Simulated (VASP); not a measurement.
Set up this calculation in VASP 6.6.1, as the native input.

```
Task                   : single point
Functional             : PBE
Potentials or basis    : VASP PAW PBE potentials, release 64 (Zn, In_d, Cl)
Cutoff                 : 520 eV
k mesh                 : 4 × 4 × 4
Occupations            : gaussian, width 0.1 eV
Spin                   : no spin polarisation
Dipole correction      : no
Further INCAR settings : ALGO = Normal; EDIFF = 1e-07; NBANDS = 36
```

The structure of ZnInCl4 lies in POSCAR:

```
ZnInCl4
1.0
    4.4783734700      0.0000000000      0.0000000000
    0.0000000000      4.4783734700      0.0000000000
    0.0000000000      0.0000000000      6.3333765000
Zn In Cl
1 1 4
Direct
    0.5000000000      0.5000000000      0.5000000000
    0.0000000000      0.0000000000      0.0000000000
    0.5000000000      0.0000000000      0.2500000000
    0.0000000000      0.5000000000      0.7500000000
    0.5000000000      0.0000000000      0.7500000000
    0.0000000000      0.5000000000      0.2500000000
```

These files were run (other wordings do the same):

INCAR

```
SYSTEM = ZnInCl4
PREC     = Accurate       ! precision mode
ENCUT    = 520            ! plane-wave cutoff, eV
EDIFF    = 1E-7           ! SCF threshold, eV
ISMEAR   = 0              ! smearing method
SIGMA    = 0.1            ! smearing width, eV
LREAL    = .FALSE.        ! projectors in reciprocal space
LASPH    = .TRUE.         ! aspherical terms in the spheres
NELM     = 60             ! most SCF steps
ALGO     = Normal         ! electronic algorithm
ISIF     = 2              ! what is computed and relaxed
LWAVE    = .FALSE.        ! write WAVECAR
LCHARG   = .TRUE.         ! write CHGCAR
GGA      = PE             ! functional
LELF     = .TRUE.         ! ELF
LVHAR    = .TRUE.       
NBANDS   = 36             ! bands
```

KPOINTS

```
Automatic mesh
0
G
  4 4 4
  0 0 0
```

Potentials or basis: VASP PAW PBE potentials, release 64 (Zn, In_d, Cl).

The run is started by

```sh
$ cat potpaw_PBE.64/Zn/POTCAR potpaw_PBE.64/In_d/POTCAR potpaw_PBE.64/Cl/POTCAR > POTCAR
$ mpirun -np 1 vasp_std > vasp.out
```

It gave:

```
Pressure      : 6.7 GPa
Largest force : 0.709 eV/Å
```

Caveat: an odd number of electrons without spin polarisation forces a metal; a magnetic or distorted state may lie lower.

Wall time 2.7 min on 1 thread of Oxide Virtual Turin-like Processor, with other jobs on the host, peak memory 0.24 GiB.
